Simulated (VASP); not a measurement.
Here is a VASP 6.6.1 calculation.

POSCAR

```
Cu
1.0
    0.0000000000      1.7803875000      1.8075000000
    1.7803875000      0.0000000000      1.8075000000
    1.7803875000      1.7803875000      0.0000000000
Cu
1
Direct
    0.0000000000      0.0000000000      0.0000000000
```

Contents of INCAR.step1:

```
SYSTEM = Cu
ALGO = Normal ; EDIFF = 1E-4
ENCUT = 520 ; GGA = PE
ISMEAR = 0 ; LASPH = .TRUE.
LCHARG = .FALSE. ; LREAL = .FALSE.
LWAVE = .TRUE. ; NBANDS = 12
NELM = 100 ; PREC = Accurate
SIGMA = 0.15
```

The input INCAR.step2:

```
SYSTEM = Cu
ALGO = Normal ; EDIFF = 1E-6
ENCUT = 520 ; ISIF = 2
ISMEAR = 0 ; ISTART = 1
LASPH = .TRUE. ; LCHARG = .FALSE.
LMIXTAU = .TRUE. ; LREAL = .FALSE.
LWAVE = .FALSE. ; METAGGA = R2SCAN
NBANDS = 12 ; NELM = 100
PREC = Accurate ; SIGMA = 0.15
```

File KPOINTS:

```
k-points
0
G
  22 22 22
  0 0 0
```

Potentials or basis: VASP PAW PBE potentials, release 64 (Cu).

Run with:

```bash
$ cat potpaw_PBE.64/Cu/POTCAR > POTCAR
$ cp INCAR.step1 INCAR
$ mpirun -np 1 vasp_std > vasp.out
$ cp INCAR.step2 INCAR
$ mpirun -np 1 vasp_std > vasp.out
```

Problem. Predict the pressure.

Solution. 0.4 GPa.

Problem. Estimate the band gap on the k mesh.

Solution. Zero (an odd number of electrons rules out a gap without spin polarisation).

Stress tensor (GPa, compression positive):
```
 0.68  0.00  0.00
 0.00  0.68  0.00
 0.00  0.00 -0.30
```

Caveat: the cell differs from its parent crystal (strain -0.015 along x and y, +0.000 along z); the PAW data sets were made with another functional, which shifts forces and pressure a little.
